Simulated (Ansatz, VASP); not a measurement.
Two plane-wave programs on MoSe

File INCAR:

```
ALGO = Normal
EDIFF = 1E-7
ENCUT = 520
GGA = PE
ISIF = 2
ISMEAR = 0
LASPH = True
LCHARG = False
LDAU = True
LDAUJ = 0 0
LDAUL = 2 -1
LDAUPRINT = 1
LDAUTYPE = 2
LDAUU = 4.38 0
LMAXMIX = 4
LREAL = False
LWAVE = False
NBANDS = 17
NELM = 150
PREC = Accurate
SIGMA = 0.1
```

The input KPOINTS:

```
k-points
0
Gamma
  12 12 12
```

POSCAR

```
MoSe
1.0
    3.2800703421      0.0000000000      0.0000000000
    0.0000000000      3.2800703421      0.0000000000
    0.0000000000      0.0000000000      3.2800703421
Mo Se
1 1
Direct
    0.0000000000      0.0000000000      0.0000000000
    0.5000000000      0.5000000000      0.5000000000
```

Input for Ansatz:

```yaml
crystal:
  lattice:
    - [3.2800703421, 0.0, 0.0]
    - [0.0, 3.2800703421, 0.0]
    - [0.0, 0.0, 3.2800703421]
  atoms:
    - { symbol: Mo, position: [0.0, 0.0, 0.0] }
    - { symbol: Se, position: [0.5, 0.5, 0.5] }
basis:
  ecutwfc: 420
kpoints:
  mp_grid: { grid: [12, 12, 12] }
hamiltonian:
  xc: pbe
  hubbard: { sites: [{ species: Mo, l: d, u_eff: 4.38 }] }
scf:
  occupations: { method: gaussian, width: 0.1 }
output:
  forces: true
  stress: true
  eigenvalues: true
  write_density: true
  write_potential: true
  elf: true
  volumetric_format: npy
```

Alike in both runs: task single point; functional PBE; k mesh 12 × 12 × 12; occupations gaussian, width 0.1 eV; no spin polarisation; Hubbard terms Mo d U = 4.38 eV.

|  | VASP | Ansatz |
| --- | --- | --- |
| version | VASP 6.6.1 | Ansatz 0.2.0 |
| potentials or method | VASP PAW PBE potentials, release 64 (Mo_sv, Se), cutoff 520 eV | scalar-relativistic, plane waves, PAW |
| valence electrons in the cell | 20 | 30 |

```csv
,VASP,Ansatz,Ansatz less VASP
pressure (GPa),-13.4,3.9,+17.28
```

The programs project onto different local orbitals, so the same U acts differently, and such runs can settle in different states. VASP's potentials hold 20 valence electrons a cell and Ansatz's 30, so a difference there can come from the potentials and not from the codes.
